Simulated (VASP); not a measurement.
**HgTe: single point with PBEsol**

Crystal: HgTe.

```
Hg Te
1.0
     0.00000    3.28916    3.28916
     3.28916    0.00000    3.28916
     3.28916    3.28916    0.00000
Hg Te
1 1
Direct
  0.00000 0.00000 0.00000
  0.25000 0.25000 0.25000
```

```yaml
Program: VASP 6.6.1
Task: single point
Functional: PBEsol
Potentials_or_basis: VASP PAW PBE potentials, release 64 (Hg, Te)
Cutoff: 500 eV
k_mesh: 4 × 4 × 4
Occupations: fermi-dirac, width 0.02 eV
Spin: no spin polarisation
Dipole_correction: no
Further_INCAR_settings: ALGO = Normal; EDIFF = 1e-06; NBANDS = 16; ISYM = 0
```

The pressure is -0.7 GPa. The band gap on the k mesh is zero (filled and empty bands touch).

Levels at points of the mesh, in eV from the Fermi level:
| k point | band 5 | band 6 | band 7 | band 8 | band 9 | band 10 | band 11 | band 12 | band 13 | band 14 |
| --- | --- | --- | --- | --- | --- | --- | --- | --- | --- | --- |
| (0.00, 0.00, 0.00) | -6.62 | -6.62 | -0.95 | -0.01 | -0.01 | -0.01 | 4.24 | 4.24 | 4.24 | 6.31 |
| (0.50, 0.00, 0.00) | -6.60 | -6.35 | -5.23 | -0.91 | -0.91 | 0.61 | 5.00 | 5.00 | 6.69 | 7.65 |
| (0.00, 0.50, 0.00) | -6.60 | -6.35 | -5.23 | -0.91 | -0.91 | 0.61 | 5.00 | 5.00 | 6.69 | 7.65 |
| (0.00, 0.00, 0.50) | -6.60 | -6.35 | -5.23 | -0.91 | -0.91 | 0.61 | 5.00 | 5.00 | 6.69 | 7.65 |
| (0.50, 0.50, 0.50) | -6.60 | -6.35 | -5.23 | -0.91 | -0.91 | 0.61 | 5.00 | 5.00 | 6.69 | 7.65 |
| (0.50, 0.50, 0.00) | -6.56 | -6.22 | -5.22 | -2.10 | -2.10 | 1.83 | 2.49 | 7.91 | 8.57 | 8.57 |
| (0.00, 0.50, 0.50) | -6.56 | -6.22 | -5.22 | -2.10 | -2.10 | 1.83 | 2.49 | 7.91 | 8.57 | 8.57 |
| (0.50, 0.00, 0.50) | -6.56 | -6.22 | -5.22 | -2.10 | -2.10 | 1.83 | 2.49 | 7.91 | 8.57 | 8.57 |

It took 55 s on 1 thread of Intel Xeon 8259CL (shared host), peak memory 0.22 GiB.

Caveat: the k points lie up to 0.41 Å⁻¹ apart; semilocal functionals underestimate gaps, and a narrow one can read as zero; the PAW data sets were made with another functional, which shifts forces and pressure a little; spin-orbit coupling is left out, which moves the levels of the heavy elements.
